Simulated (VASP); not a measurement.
Here is a VASP 6.6.1 calculation.

File INCAR:

```
SYSTEM = SbSe3
ALGO = Normal ; EDIFF = 1E-6
ENCUT = 520 ; GGA = PE
ISIF = 2 ; ISMEAR = 0
LASPH = .TRUE. ; LCHARG = .TRUE.
LELF = .TRUE. ; LREAL = .FALSE.
LVHAR = .TRUE. ; LWAVE = .FALSE.
NBANDS = 20 ; NELM = 100
PREC = Accurate ; SIGMA = 0.1
```

File KPOINTS:

```
k-points
0
G
  16 16 16
  0 0 0
```

The input POSCAR:

```
SbSe3
1.0
   -1.9546802905      1.9546802905      6.8640914885
    1.9546802905     -1.9546802905      6.8640914885
    1.9546802905      1.9546802905     -6.8640914885
Sb Se
1 3
Direct
    0.0000000000      0.0000000000      0.0000000000
    0.5000000000      0.5000000000      0.0000000000
    0.2500000000      0.7500000000      0.5000000000
    0.7500000000      0.2500000000      0.5000000000
```

Potentials or basis: VASP PAW PBE potentials, release 64 (Sb, Se).

Run with:

```bash
$ cat potpaw_PBE.64/Sb/POTCAR potpaw_PBE.64/Se/POTCAR > POTCAR
$ mpirun -np 1 vasp_std > vasp.out
```

Task: Estimate the pressure.

Result: 0.0 GPa.

Task: What does it give for the band gap on the k mesh?

Result: Zero (an odd number of electrons rules out a gap without spin polarisation).

Stress tensor (GPa, compression positive):
```
-0.07  0.00  0.00
 0.00 -0.07  0.00
 0.00  0.00  0.01
```

Caveat: spin-orbit coupling is left out, which moves the levels of the heavy elements.
